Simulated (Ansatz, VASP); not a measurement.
**HfO2 in VASP and in Ansatz**

```
Hf O
1.0
     0.21111    2.68118    2.68118
     2.68118    0.21111    2.68118
     2.68118    2.68118    0.21111
Hf O
1 2
Cartesian
  0.0000 0.0000 0.0000
  1.3934 1.3934 1.3934
  4.1801 4.1801 4.1801
```

Alike in both runs: task single point; functional PBE; k mesh 8 × 8 × 8; occupations gaussian, width 0.05 eV; no spin polarisation.

|  | VASP | Ansatz |
| --- | --- | --- |
| version | VASP 6.6.1 | Ansatz 0.2.0 |
| potentials or method | VASP PAW PBE potentials, release 64 (Hf_pv, O), cutoff 520 eV | scalar-relativistic, plane waves, PAW |
| valence electrons in the cell | 22 | 38 |

```csv
,VASP,Ansatz,Ansatz less VASP
gap on the k mesh at the Fermi level (eV),3.80,3.80,-0.005
least direct gap on the mesh (eV),3.80,3.80,-0.005
pressure (GPa),-6.1,-2.7,+3.43
"traceless stress, the component that is largest in VASP (GPa)",-3.51,-3.81,-0.298
rms of the force components (eV/Å),0.139,0.176,+0.0374
```

Atom by atom the forces differ by 0.037 eV/Å (rms over components). With one functional, cell and mesh, what is left measures potentials, basis and numerics. VASP's potentials hold 22 valence electrons a cell and Ansatz's 38, so a difference there can come from the potentials and not from the codes.

Spin-orbit coupling is off throughout.
